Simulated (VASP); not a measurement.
# ZrB in VASP: further runs

The runs below take ZrB through single point, relaxation of cell and atoms, with PBE.

All numbers are computed with VASP 6.6.1; they aren't measurements. Logs are shortened: lines on timing, memory, paths and dates and some standing lists are left out, and cuts for length are marked.

## Step 1: The cell of the first run

The typed cell holds 2 atoms: a = 3.467 Å, b = 3.467 Å, c = 3.467 Å, α = 60.08°, β = 60.08°, γ = 60.08°.

## Step 2: Single point, PBE

INCAR reads:

```
SYSTEM = ZrB
ALGO = Normal
EDIFF = 1E-6
ENCUT = 520
GGA = PE
ISIF = 2
ISMEAR = 0
LASPH = .TRUE.
LCHARG = .FALSE.
LREAL = .FALSE.
LWAVE = .FALSE.
NBANDS = 14
NELM = 60
PREC = Accurate
SIGMA = 0.1
```

KPOINTS reads:

```
k-points
0
G
  6 6 6
  0 0 0
```

POSCAR reads:

```
ZrB
1.0
    1.7357612705      1.0021422368      2.8294943816
   -1.7357612705      1.0021422368      2.8294943816
    0.0000000000     -2.0042844736      2.8294943817
Zr B
1 1
Direct
    0.0000000000      0.0000000000      0.0000000000
    0.5000000000      0.5000000000      0.5000000000
```

Potentials or basis: VASP PAW PBE potentials, release 64 (Zr_sv, B).

Started as:

```sh
> cat potpaw_PBE.64/Zr_sv/POTCAR potpaw_PBE.64/B/POTCAR > POTCAR
> mpirun -np 1 vasp_std > vasp.out
```

OUTCAR:

```text
SYSTEM = ZrB
   EDIFF = 1E-6
   ENCUT = 520
   GGA = PE
   ISIF = 2
   ISMEAR = 0
   LASPH = .TRUE.
   LREAL = .FALSE.
   NELM = 60
   PREC = Accurate

 ion  position               nearest neighbor table
   1  0.000  0.000  0.000-   2 2.45   2 2.45   2 2.45   2 2.45   2 2.45   2 2.45
   2  0.500  0.500  0.500-   1 2.45   1 2.45   1 2.45   1 2.45   1 2.45   1 2.45

  LATTYP: Found a trigonal (rhomboedric) cell.
 ALAT       =     3.4674478664
 COS(alpha) =     0.4988241875

  Lattice vectors:

 A1 = (   1.7357612705,   1.0021422368,   2.8294943816)
 A2 = (  -1.7357612705,   1.0021422368,   2.8294943816)
 A3 = (   0.0000000000,  -2.0042844736,   2.8294943817)

Analysis of symmetry for initial positions (statically):
=====================================================================
 Subroutine PRICEL returns:
 Original cell was already a primitive cell.

 Routine SETGRP: Setting up the symmetry group for a
 trigonal (rhombohedral) supercell.

 Subroutine GETGRP returns: Found 12 space group operations
 (whereof 12 operations were pure point group operations)
 out of a pool of 12 trial point group operations.

The static configuration has the point symmetry D_3d.

Analysis of symmetry for dynamics (positions and initial velocities):
=====================================================================
 Subroutine PRICEL returns:
 Original cell was already a primitive cell.

 Routine SETGRP: Setting up the symmetry group for a
 trigonal (rhombohedral) supercell.

 Subroutine GETGRP returns: Found 12 space group operations
 (whereof 12 operations were pure point group operations)
 out of a pool of 12 trial point group operations.

The dynamic configuration has the point symmetry D_3d.

 Subroutine INISYM returns: Found 12 space group operations
 (whereof 12 operations are pure point group operations),
 and found     1 'primitive' translations

----------------------------------------------------------------------------------------

                                     Primitive cell

  volume of cell :      29.5311

  direct lattice vectors                    reciprocal lattice vectors
     1.735761271  1.002142237  2.829494382     0.288058046  0.166310390  0.117806678
    -1.735761271  1.002142237  2.829494382    -0.288058046  0.166310390  0.117806678
     0.000000000 -2.004284474  2.829494382     0.000000000 -0.332620781  0.117806678

  length of vectors
     3.467447866  3.467447866  3.467447867     0.352866826  0.352866826  0.352866826

  position of ions in fractional coordinates (direct lattice)
     0.000000000  0.000000000  0.000000000
     0.500000000  0.500000000  0.500000000

  ion indices of the primitive-cell ions
   primitive index   ion index
                 1           1
                 2           2

----------------------------------------------------------------------------------------

 KPOINTS: k-points

Automatic generation of k-mesh.
 Grid dimensions read from file:
 generate k-points for:    6    6    6

 Generating k-lattice:

  Cartesian coordinates                     Fractional coordinates (reciprocal lattice)
     0.048009674  0.027718398  0.019634446     0.166666667  0.000000000  0.000000000
    -0.048009674  0.027718398  0.019634446     0.000000000  0.166666667  0.000000000
     0.000000000 -0.055436797  0.019634446     0.000000000  0.000000000  0.166666667

  Length of vectors
     0.058811138  0.058811138  0.058811138

  Shift w.r.t. Gamma in fractional coordinates (k-lattice)
     0.000000000  0.000000000  0.000000000

 Subroutine IBZKPT returns following result:
 ===========================================

 Found     32 irreducible k-points:

 Following reciprocal coordinates:
            Coordinates               Weight
  0.000000  0.000000  0.000000      1.000000
  0.166667  0.000000 -0.000000      6.000000
  0.333333  0.000000 -0.000000      6.000000
  0.500000  0.000000  0.000000      3.000000
  0.166667  0.166667 -0.000000      6.000000
  0.333333  0.166667 -0.000000     12.000000
[... 16 lines left out ...]
  0.500000  0.500000  0.166667      6.000000
 -0.333333  0.500000  0.166667     12.000000
 [... further k-points ...]
   k-points           NKPTS =     32   k-points in BZ     NKDIM =     32   number of bands    NBANDS=     14
   number of dos      NEDOS =    301   number of ions     NIONS =      2
   total plane-waves  NPLWV =  21952
   dimension x,y,z NGX =    28 NGY =   28 NGZ =   28
   dimension x,y,z NGXF=    56 NGYF=   56 NGZF=   56
   ions per type =               1   1
   NGX,Y,Z   is equivalent  to a cutoff of  13.42, 13.42, 13.42 a.u.
   NGXF,Y,Z  is equivalent  to a cutoff of  26.85, 26.85, 26.85 a.u.
 SYSTEM =  ZrB
   PREC   = accura    normal or accurate (medium, high low for compatibility)
   ISTART =      0    job   : 0-new  1-cont  2-samecut
   ICHARG =      2    charge: 1-file 2-atom 10-const
   ISPIN  =      1    spin polarized calculation?
   LNONCOLLINEAR =      F non collinear calculations
[... 71 lines left out ...]
     10      10.5662      0.00000
     11      10.8595      0.00000
     12      10.8595      0.00000
     13      10.8725      0.00000
     14      18.4125      0.00000

 k-point     2 :       0.1667    0.0000   -0.0000
  band No.  band energies     occupation
      1     -40.0470      2.00000
      2     -18.0261      2.00000
      3     -17.9015      2.00000
      4     -17.8999      2.00000
      5       0.0009      2.00000
      6       7.6771      0.00000
      7       8.1908      0.00000
      8       8.2054      0.00000
      9       9.9359      0.00000
     10       9.9478      0.00000
     11      11.3849      0.00000
     12      13.6704      0.00000
     13      13.6734      0.00000
     14      19.0096      0.00000

 k-point     3 :       0.3333    0.0000   -0.0000
  band No.  band energies     occupation
      1     -40.0184      2.00000
      2     -18.2931      2.00000
      3     -17.9295      2.00000
      4     -17.9283      2.00000
      5       1.5208      2.00000
      6       5.4965      2.00000
      7       6.7714      2.00000
      8       6.7868      2.00000
      9      11.2577      0.00000
     10      11.2736      0.00000
     11      12.1771      0.00000
     12      16.8262      0.00000
     13      16.8291      0.00000
     14      17.4044      0.00000

 k-point     4 :       0.5000    0.0000    0.0000
  band No.  band energies     occupation
      1     -40.0040      2.00000
      2     -18.4217      2.00000
      3     -17.9433      2.00000
      4     -17.9424      2.00000
      5       3.2494      2.00000
      6       3.6410      2.00000
      7       6.2789      2.00000
      8       6.2950      2.00000
      9      12.2245      0.00000
     10      12.2422      0.00000
     11      13.5009      0.00000
     12      14.9247      0.00000
     13      18.6979      0.00000
     14      18.7074      0.00000

 k-point     5 :       0.1667    0.1667   -0.0000
  band No.  band energies     occupation
      1     -40.0422      2.00000
      2     -18.0149      2.00000
      3     -17.9349      2.00000
      4     -17.9334      2.00000
      5       0.1598      2.00000
      6       7.0588      1.99220
      7       8.3480      0.00000
      8       8.7357      0.00000
      9       8.7476      0.00000
     10      10.8736      0.00000
     11      12.2741      0.00000
[... 276 lines left out ...]
 k-point    22 :      -0.1667    0.3333    0.1667
  band No.  band energies     occupation
      1     -39.9992      2.00000
      2     -18.2769      2.00000
      3     -18.0964      2.00000
      4     -17.9935      2.00000
      5       1.9479      2.00000
      6       5.3381      2.00000
      7       6.5890      2.00000
      8       7.2037      1.45930
      9      10.4204      0.00000
     10      12.6585      0.00000
     11      13.4547      0.00000
     12      13.9375      0.00000
     13      17.1885      0.00000
     14      19.6526      0.00000

 k-point    23 :       0.5000    0.5000    0.1667
  band No.  band energies     occupation
      1     -39.9894      2.00000
      2     -18.3209      2.00000
      3     -18.1068      2.00000
      4     -18.0435      2.00000
      5       1.6993      2.00000
      6       5.9655      2.00000
      7       6.5719      2.00000
      8       8.1782      0.00000
      9       9.6747      0.00000
     10      12.7568      0.00000
     11      13.3181      0.00000
     12      13.8869      0.00000
     13      16.5016      0.00000
     14      19.0728      0.00000

 k-point    24 :      -0.3333    0.5000    0.1667
  band No.  band energies     occupation
      1     -39.9847      2.00000
      2     -18.2965      2.00000
      3     -18.1497      2.00000
      4     -18.0789      2.00000
      5       1.8643      2.00000
      6       6.4053      2.00000
      7       6.4539      2.00000
      8       7.1346      1.88804
      9      10.7936      0.00000
     10      12.7044      0.00000
     11      13.1491      0.00000
     12      13.8488      0.00000
     13      15.7313      0.00000
     14      20.3973      0.00000

 [... further k-points ...]

------------------------ aborting loop because EDIFF is reached ----------------------------------------

  FORCE on cell =-STRESS in cart. coord.  units (eV):
  Direction    XX          YY          ZZ          XY          YZ          ZX
  --------------------------------------------------------------------------------------
  -------------------------------------------------------------------------------------
  Total       -0.0216806     -0.0216806      0.0051875      0.0000000      0.0000000      0.0000000
  in kB       -1.1762571     -1.1762571      0.2814445      0.0000000      0.0000000      0.0000000
  external PRESSURE =      -0.6903566 kB  Pullay stress =       0.0000000 kB

 VOLUME and BASIS-vectors are now :
 -----------------------------------------------------------------------------
  energy-cutoff  :      520.00
  volume of cell :       29.53
      direct lattice vectors                 reciprocal lattice vectors
     1.735761271  1.002142237  2.829494382     0.288058046  0.166310390  0.117806678
    -1.735761271  1.002142237  2.829494382    -0.288058046  0.166310390  0.117806678
     0.000000000 -2.004284474  2.829494382     0.000000000 -0.332620781  0.117806678

 POSITION                                       TOTAL-FORCE (eV/Angst)
 -----------------------------------------------------------------------------------
      0.00000      0.00000      0.00000        -0.000000     -0.000000     -0.000000
      0.00000      0.00000      4.24424         0.000000      0.000000      0.000000
 -----------------------------------------------------------------------------------
    total drift:                                0.000000      0.000000      0.000000

  FREE ENERGIE OF THE ION-ELECTRON SYSTEM (eV)
  ---------------------------------------------------
  free  energy   TOTEN  =       -16.0185263808 eV

  energy  without entropy=      -16.0076687789  energy(sigma->0) =      -16.01309758
```

It took 12 s on 1 thread of Intel Xeon Platinum 8375C at 2.90GHz (Ice Lake), shared host; peak memory 0.16 GiB.

Results:

- Free energy: -16.0185 eV
- Pressure: -0.1 GPa

Caveat: the k points lie up to 0.37 Å⁻¹ apart.

## Step 3: Relaxation of cell and atoms, PBE

This run uses another cell than the first one, of 13.02 Å³/atom, 0.882 times its volume.

INCAR reads:

```
PREC = Accurate
ENCUT = 600
EDIFF = 1E-6
ISMEAR = 0
SIGMA = 0.1
LREAL = F
LASPH = T
NELM = 60
ALGO = Normal
ISIF = 3
LWAVE = F
LCHARG = F
GGA = PE
IBRION = 2
NSW = 90
EDIFFG = -0.04
```

KPOINTS reads:

```
regular mesh
0
Gamma
  6 6 6
```

POSCAR reads:

```
ZrB
1.0
    1.6552767994      0.9556745058      2.7438792112
   -1.6552767994      0.9556745058      2.7438792112
    0.0000000000     -1.9113490115      2.7438792112
Zr B
1 1
Direct
    0.0000000000      0.0000000000      0.0000000000
    0.5000000000      0.5000000000      0.5000000000
```

Potentials or basis: VASP PAW PBE potentials, release 64 (Zr_sv, B).

Started as:

```sh
> cat potpaw_PBE.64/Zr_sv/POTCAR potpaw_PBE.64/B/POTCAR > POTCAR
> mpirun -np 1 vasp_std > vasp.out
```

Wall time 47 s (1 thread of Intel Xeon Platinum 8375C at 2.90GHz (Ice Lake), shared host); peak memory 0.17 GiB.

Results (log left out):

* Free energy: -16.0173 eV
* Relaxed volume: 14.73 Å³/atom
* Relaxed cell: a = 3.468 Å, b = 3.468 Å, c = 3.468 Å, α = 59.96°, β = 59.96°, γ = 59.96°
* Space group after relaxing (to 0.05 Å): Fm-3m (No. 225)
* Energy gained by relaxing: 125.4 meV/atom
* Ionic steps: 7
* Pressure after relaxing: 0.3 GPa

The path:
| step | energy change (eV) | largest force (eV/Å) | pressure (GPa) | volume (Å³) |
| --- | --- | --- | --- | --- |
| 1 | 0.0000 | 0.0000 | 25.49 | 26.04 |
| 2 | 0.0897 | 0.0000 | -18.60 | 34.66 |
| 3 | -0.2498 | 0.0000 | -0.71 | 29.65 |
| 4 | -0.2501 | 0.0000 | -0.11 | 29.54 |
| 5 | -0.2500 | 0.0000 | 0.29 | 29.46 |
| 6 | -0.2505 | 0.0000 | 0.29 | 29.46 |
| 7 | -0.2508 | 0.0000 | 0.30 | 29.46 |

Final structure:
```
CELL_PARAMETERS angstrom
1.73282 1.00044 2.83239
-1.73282 1.00044 2.83239
0.00000 -2.00089 2.83239
ATOMIC_POSITIONS crystal
Zr 0.00000 0.00000 0.00000
B 0.50000 0.50000 0.50000
```

Levels at points of the mesh, in eV from the Fermi level:
```
           k point  band 5  band 6  band 7  band 8  band 9  band 10  band 11
(0.00, 0.00, 0.00)   -7.85    1.93    1.94    1.94    3.33     3.33     3.62
(0.50, 0.00, 0.00)   -3.99   -3.61   -0.97   -0.96    5.00     5.01     6.28
(0.50, 0.50, 0.00)   -5.91   -0.60   -0.58    2.24    2.24     4.74     5.91
(0.50, 0.50, 0.50)   -3.99   -3.61   -0.96   -0.96    5.00     5.00     6.27
```

Caveat: the k points lie up to 0.37 Å⁻¹ apart in the final cell.

## Step 4: Single point, PBE

This run uses another cell than the first one, of 14.73 Å³/atom, 0.998 times its volume.

INCAR reads:

```
SYSTEM = ZrB
PREC = Accurate
ENCUT = 500
EDIFF = 1E-6
ISMEAR = 0
SIGMA = 0.1
LREAL = .FALSE.
LASPH = .TRUE.
NELM = 120
ALGO = Normal
ISIF = 2
LWAVE = .FALSE.
LCHARG = .FALSE.
GGA = PE
NBANDS = 14
GGA_COMPAT = .FALSE.
```

KPOINTS reads:

```
Automatic mesh
0
G
  6 6 6
  0 0 0
```

POSCAR reads:

```
ZrB
1.0
    0.0000000000      2.4515811035      2.4515811035
    2.4515811035      0.0000000000      2.4515811035
    2.4515811035      2.4515811035      0.0000000000
Zr B
1 1
Direct
    0.0000000000      0.0000000000      0.0000000000
    0.5000000000      0.5000000000      0.5000000000
```

Started as:

```sh
> cat potpaw_PBE.64/Zr_sv/POTCAR potpaw_PBE.64/B/POTCAR > POTCAR
> mpirun -np 1 vasp_std > vasp.out
```

Run time: 6.6 s. Hardware: 1 thread of Intel Xeon Platinum 8559C (Emerald Rapids), shared host; peak memory 0.15 GiB.

Results (log left out):

| Property | Result |
| --- | --- |
| Free energy | -16.0182 eV |
| Pressure | 0.3 GPa |

Levels at points of the mesh, in eV from the Fermi level:
```tsv
k point	band 5	band 6	band 7	band 8	band 9	band 10	band 11	band 12
(0.00, 0.00, 0.00)	-7.85	1.93	1.93	1.93	3.33	3.33	3.62	3.62
(0.50, 0.00, 0.00)	-3.99	-3.61	-0.97	-0.97	5.00	5.00	6.27	7.68
(0.50, 0.50, 0.00)	-5.91	-0.60	-0.58	2.24	2.24	4.74	5.91	5.91
```

Caveat: the k points lie up to 0.37 Å⁻¹ apart.

## Step 5: Relaxation of cell and atoms, PBE

This run uses another cell than the first one, of 12.57 Å³/atom, 0.851 times its volume.

INCAR reads:

```
PREC     = Accurate       # precision mode
ENCUT    = 500            # plane-wave cutoff, eV
EDIFF    = 1E-7           # SCF threshold, eV
ISMEAR   = 0              # smearing method
SIGMA    = 0.1            # smearing width, eV
LREAL    = False          # projectors in reciprocal space
LASPH    = True           # aspherical terms in the spheres
NELM     = 120            # most SCF steps
ALGO     = Normal         # electronic algorithm
ISIF     = 3              # what is computed and relaxed
LWAVE    = False          # write WAVECAR
LCHARG   = False          # write CHGCAR
GGA      = PE             # functional
IBRION   = 2              # ionic algorithm
NSW      = 90             # ionic steps
EDIFFG   = -0.04          # ionic threshold
GGA_COMPAT= False        
NELMIN   = 4
```

KPOINTS reads:

```
regular mesh
0
Gamma
  6 6 6
```

POSCAR reads:

```
ZrB
1.0
    0.0000000000      2.3250000000      2.3250000000
    2.3250000000      0.0000000000      2.3250000000
    2.3250000000      2.3250000000      0.0000000000
Zr B
1 1
Direct
    0.0000000000      0.0000000000      0.0000000000
    0.5000000000      0.5000000000      0.5000000000
```

Started as:

```sh
> cat potpaw_PBE.64/Zr_sv/POTCAR potpaw_PBE.64/B/POTCAR > POTCAR
> mpirun -np 1 vasp_std > vasp.out
```

Run time: 12 s. Hardware: 1 thread of Intel Xeon Platinum 8559C (Emerald Rapids), shared host; peak memory 0.13 GiB.

It converged, with:

```yaml
Free_energy: -16.0169 eV
Relaxed_volume: 14.78 Å³/atom
Relaxed_cell: a = 3.471 Å, b = 3.471 Å, c = 3.471 Å, α = 60.00°, β = 60.00°, γ = 60.00°
Space_group_after_relaxing_to_0.05_Å: Fm-3m (No. 225)
Energy_gained_by_relaxing: 211.0 meV/atom
Ionic_steps: 4
Pressure_after_relaxing: -0.2 GPa
```

Step by step:
```csv
step,energy change (eV),largest force (eV/Å),pressure (GPa),volume (Å³)
1,0.0000,0.0000,35.09,25.14
2,0.1596,0.0000,-22.39,36.54
3,-0.4212,0.0000,-1.17,29.75
4,-0.4220,0.0000,-0.20,29.57
```

Final structure:
```yaml
crystal:
  lattice:
    - [0.00000, 2.45432, 2.45432]
    - [2.45432, 0.00000, 2.45432]
    - [2.45432, 2.45432, 0.00000]
  atoms:
    - { symbol: Zr, position: [0.00000, 0.00000, 0.00000] }
    - { symbol: B, position: [0.50000, 0.50000, 0.50000] }
```

Levels at points of the mesh, in eV from the Fermi level:
| k point | band 4 | band 5 | band 6 | band 7 | band 8 | band 9 | band 10 | band 11 |
| --- | --- | --- | --- | --- | --- | --- | --- | --- |
| (0.00, 0.00, 0.00) | -25.14 | -7.84 | 1.93 | 1.93 | 1.93 | 3.31 | 3.61 | 3.61 |
| (0.50, 0.00, 0.00) | -25.20 | -4.00 | -3.60 | -0.96 | -0.96 | 4.98 | 4.98 | 6.25 |
| (0.50, 0.50, 0.00) | -25.33 | -5.90 | -0.61 | -0.58 | 2.23 | 2.23 | 4.72 | 5.89 |

Caveat: the k points lie up to 0.37 Å⁻¹ apart in the final cell; the volume moved by over 15 % at a fixed basis, so the end points are rough; the volume moved by +18 % from the deposited cell, more than functionals usually miss. PBE usually gives volumes a little too large and moduli too small.

## Step 6: Overview

```csv
task,cell,cutoff (eV),gap on the mesh (eV),pressure (GPa),relaxed volume (Å³/atom)
single point,"a = 3.467 Å, angles 60.1°, 2 atoms",520,none,-0.1,-
relaxation of cell and atoms,"relaxed from a = 3.344 Å, angles 59.3°, 2 atoms",600,none,0.3,14.73
single point,"a = 3.467 Å, angles 60.0°, 2 atoms",500,none,0.3,-
relaxation of cell and atoms,"relaxed from a = 3.288 Å, angles 60.0°, 2 atoms",500,none,-0.2,14.78
```

Alike in all rows: level PBE; potentials or basis VASP PAW PBE potentials, release 64 (Zr_sv, B); no spin polarisation; k mesh 6 × 6 × 6; smearing gaussian 0.1 eV.

Caveats: all runs use coarse meshes; the volume moved by over 15 % at a fixed basis, so the end points are rough (some runs); the volume moved by +18 % from the deposited cell, more than functionals usually miss (some runs).

Total energies depend on the potentials used, so only differences within one code and one set of settings carry meaning.
